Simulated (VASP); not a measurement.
Write the native input for VASP 6.6.1 that does the following.

* Task: single point
* Functional: PBE
* Potentials or basis: VASP PAW PBE potentials, release 64 (B, N)
* Cutoff: 520 eV
* k mesh: 12 × 12 × 4
* Occupations: gaussian, width 0.05 eV
* Spin: no spin polarisation
* Dipole correction: no
* Further INCAR settings: ALGO = Normal; EDIFF = 1e-06; NBANDS = 16

The structure of BN lies in POSCAR:

```
BN
1.0
    2.5039917043      0.0000000000      0.0000000000
   -1.2519958522      2.1685204268      0.0000000000
    0.0000000000      0.0000000000      6.6612000000
B N
2 2
Direct
    0.1443530424      0.5283234921      0.2500000000
    0.6666666667      0.3333333333      0.7500000000
    0.3333333333      0.6666666667      0.7500000000
    0.6666666667      0.3333333333      0.2500000000
```

This cell differs from its parent crystal: atom 1 (B) moved by (-0.300, -0.300) A along x and y.

The input as run:

INCAR

```
PREC     = Accurate       # precision mode
ENCUT    = 520            # plane-wave cutoff, eV
EDIFF    = 1E-6           # SCF threshold, eV
ISMEAR   = 0              # smearing method
SIGMA    = 0.05           # smearing width, eV
LREAL    = F              # projectors in reciprocal space
LASPH    = T              # aspherical terms in the spheres
NELM     = 80             # most SCF steps
ALGO     = Normal         # electronic algorithm
ISIF     = 2              # what is computed and relaxed
LWAVE    = F              # write WAVECAR
LCHARG   = F              # write CHGCAR
GGA      = PE             # functional
NBANDS   = 16             # bands
```

KPOINTS

```
regular mesh
0
Gamma
  12 12 4
```

Potentials or basis: VASP PAW PBE potentials, release 64 (B, N).

Run with:

```sh
$ cat potpaw_PBE.64/B/POTCAR potpaw_PBE.64/N/POTCAR > POTCAR
$ mpirun -np 1 vasp_std > vasp.out
```

It gave:

| Item | Value |
| --- | --- |
| Pressure | 54.4 GPa |
| Largest force | 40.236 eV/Å |
| Band gap on the k mesh | 2.91 eV (least direct gap 3.83 eV) |

Caveat: the cell differs from its parent crystal (atom 1 (B) moved by (-0.300, -0.300) A along x and y); atoms lie so close that the PAW spheres overlap strongly, which falsifies energies and pressures; the stress differs along the axes, from 2 to 128 GPa; this functional lacks dispersion, which binds layers or chains, so the pressure and a relaxed spacing across them are unreliable; forces of over 1 eV/Å act on the atoms, so gaps and moduli don't describe the material at rest.

It took 88 s on 1 thread of Intel(R) Xeon(R) Platinum 8559C (Emerald Rapids) (shared host), peak memory 0.22 GiB.
